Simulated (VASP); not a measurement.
Write the native input for VASP 6.6.1 that does the following.

* Task: single point
* Functional: PBE
* Dispersion: D3(BJ)
* Potentials or basis: VASP PAW PBE potentials, release 64 (C)
* Cutoff: 520 eV
* k mesh: 4 × 4 × 4
* Occupations: gaussian, width 0.1 eV
* Spin: no spin polarisation
* Dipole correction: no
* Further INCAR settings: LREAL = Auto; ALGO = Normal; EDIFF = 1e-07; NBANDS = 88

The structure of C (a cell with a defect) lies in POSCAR:

```
C
1.0
    0.0000000000      0.0000000000      7.1348525476
   -4.9294762873      4.2690516923      3.5674262738
   -4.9294762874     -4.2690516922      3.5674262738
C
33
Direct
    0.3797891449      0.5368391276      0.7091359760
    0.8725690630      0.5362081049      0.7088297828
    0.2494978906      0.9115747928      0.5864889522
    0.7649648567      0.9097374453      0.5834535609
    0.1262884293      0.2867559673      0.4605145741
    0.6278017464      0.2883099791      0.4582062960
    0.0051104288      0.6633186249      0.3344749870
    0.5080143192      0.6620983327      0.3345538157
    0.3938986045      0.0325492256      0.2150430257
    0.8564907838      0.0382477860      0.2108544560
    0.2621670145      0.4196837274      0.0867105690
    0.7362807807      0.4114299041      0.0842351842
    0.1175950266      0.7884036121      0.9609212962
    0.6412589914      0.7843520254      0.9570715377
    0.9711547840      0.1616556950      0.8337267666
    0.4968600170      0.1571945016      0.8287513825
    0.5066232828      0.3324320145      0.6643164207
   -0.0141022529      0.3276884195      0.6668517116
    0.3809689900      0.7034126458      0.5432802522
    0.8829266685      0.7021061509      0.5427266531
    0.2580742254      0.0770610614      0.4205940967
    0.7490910878      0.0789258728      0.4169926767
    0.1357227019      0.4559258393      0.2937797228
    0.6252833451      0.4540265208      0.2918086932
    0.5126215552      0.8285064611      0.1687716818
   -0.0068034282      0.8298646969      0.1685597028
    0.3664270223      0.2068063124      0.0508583699
    0.8448642379      0.2048982301      0.0436392242
    0.2541174045      0.5809687856      0.9200595210
    0.7496400512      0.5776928595      0.9167803896
    0.1074638189      0.9546014373      0.7936295342
    0.6518390390      0.9459443255      0.7898142963
    0.2547581023      0.1609684132     -0.0457675560
```

This cell differs from its parent crystal: with an interstitial atom, then relaxed in part.

These files were run (other wordings do the same):

INCAR

```
SYSTEM = C
PREC = Accurate
ENCUT = 520
EDIFF = 1E-7
ISMEAR = 0
SIGMA = 0.1
LREAL = Auto
LASPH = .True.
NELM = 100
ALGO = Normal
ISIF = 2
LWAVE = .False.
LCHARG = .True.
GGA = PE
IVDW = 12
LELF = .True.
LVHAR = .True.
NBANDS = 88
```

KPOINTS

```
regular mesh
0
Gamma
  4 4 4
  0 0 0
```

Potentials or basis: VASP PAW PBE potentials, release 64 (C).

The run is started by

```console
$ cat potpaw_PBE.64/C/POTCAR > POTCAR
$ mpirun -np 1 vasp_std > vasp.out
```

Results of the run:

* Pressure: 3.1 GPa
* Largest force: 0.116 eV/Å
* Band gap on the k mesh: zero (bands 66 and 67 overlap by 0.24 eV)
* Dispersion energy per atom: -0.148 eV

Caveat: the cell differs from its parent crystal (with an interstitial atom, then relaxed in part).

It took 25 min on 1 thread of AMD EPYC 7R13 Processor (Zen 3), on a shared host, peak memory 0.72 GiB.
